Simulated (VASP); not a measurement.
Input of a VASP 6.6.1 run:

INCAR

```
PREC = Accurate ; ENCUT = 520
EDIFF = 1E-6 ; ISMEAR = 0
SIGMA = 0.01 ; LREAL = F
LASPH = T ; NELM = 60
ALGO = Normal ; ISIF = 2
LWAVE = F ; LCHARG = F
GGA = CA ; IBRION = 2
NSW = 80 ; EDIFFG = -5E-4
```

Contents of KPOINTS:

```
Automatic mesh
0
Gamma
  12 12 1
```

Contents of POSCAR:

```
MoS2
1.0
    3.1042702876      0.0000000000      0.0000000000
   -1.5521351438      2.6883769293      0.0000000000
    0.0000000000      0.0000000000     18.1200000000
S Mo
2 1
Direct
    0.3333333333      0.6666666667      0.4142974369
    0.3333333333      0.6666666667      0.5857025631
    0.6666666667      0.3333333333      0.5000000000
```

Potentials or basis: VASP PAW LDA potentials, release 64 (S, Mo_sv).

The run is started by

```console
$ cat potpaw_LDA.64/S/POTCAR potpaw_LDA.64/Mo_sv/POTCAR > POTCAR
$ mpirun -np 1 vasp_std > vasp.out
```

Task: Estimate the band gap on the k mesh.

Result: 1.93 eV, indirect (the least direct gap lies 4.1 meV higher).

Task: Predict the energy gained by relaxing.

Result: 0.3 meV/atom.

Final structure:
```
CELL_PARAMETERS angstrom
3.10427 0.00000 0.00000
-1.55214 2.68838 0.00000
0.00000 0.00000 18.12000
ATOMIC_POSITIONS crystal
S 0.33333 0.66667 0.41395
S 0.33333 0.66667 0.58605
Mo 0.66667 0.33333 0.50000
```
